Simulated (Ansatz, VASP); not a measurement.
InAs: VASP beside Ansatz

```
In As
1.0
     0.00000    3.02400    3.02400
     3.02400    0.00000    3.02400
     3.02400    3.02400    0.00000
In As
1 1
Direct
  0.00000 0.00000 0.00000
  0.75000 0.75000 0.75000
```

Alike in both runs: task relaxation of cell and atoms; functional PBE; k mesh 12 × 12 × 12; occupations gaussian, width 0.1 eV; no spin polarisation.

|  | VASP | Ansatz |
| --- | --- | --- |
| version | VASP 6.6.1 | Ansatz 0.2.0 |
| potentials or method | VASP PAW PBE potentials, release 64 (In_d, As), cutoff 600 eV | scalar-relativistic, plane waves, PAW |
| valence electrons in the cell | 18 | 28 |

```tsv
	VASP	Ansatz	Ansatz less VASP
gap on the k mesh at the Fermi level, each at its own relaxed structure (eV)	none	none	-
relaxed volume (Å³/atom)	29.62	29.60	-0.022
relaxed cell length with the largest relative difference (Å)	4.376	4.375	-0.0011
```

A gap of «none» marks a metal or a gap that the smearing closes. VASP's potentials hold 18 valence electrons a cell and Ansatz's 28, so a difference there can come from the potentials and not from the codes.
